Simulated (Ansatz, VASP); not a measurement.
# Al9H in VASP and in Ansatz

```
Al H
1.0
     2.85432    0.00000    0.00000
    -1.42716    9.70333    0.00000
     0.00000    0.00000   21.79027
Al H
9 1
Cartesian
  1.4272 0.6297 4.0000
  1.4272 3.3179 4.9960
  0.0000 5.7962 5.1952
  1.4272 8.2746 5.3944
  0.0003 1.2395 6.4001
  -0.0073 3.9228 7.5233
  1.4243 6.4014 7.6799
  -0.0084 8.8410 7.8611
  1.4323 1.7608 8.7903
  1.6107 2.9737 10.4603
```

Alike in both runs: task single point; functional PBE; k mesh 9 × 3 × 1; occupations gaussian, width 0.1 eV; no spin polarisation.

|  | VASP | Ansatz |
| --- | --- | --- |
| version | VASP 6.6.1 | Ansatz 0.2.0 |
| potentials or method | VASP PAW PBE potentials, release 64 (Al, H), cutoff 520 eV | scalar-relativistic, plane waves, PAW |
| valence electrons in the cell | 28 | 28 |

```csv
,VASP,Ansatz,Ansatz less VASP
gap on the k mesh at the Fermi level (eV),none,none,-
rms of the force components (eV/Å),0.500,0.500,+0.0003
"work function, face that differs most (eV)",4.34,4.34,-0.002
```

Atom by atom the forces differ by 0.001 eV/Å (rms over components). A gap of «none» marks a metal or a gap that the smearing closes.
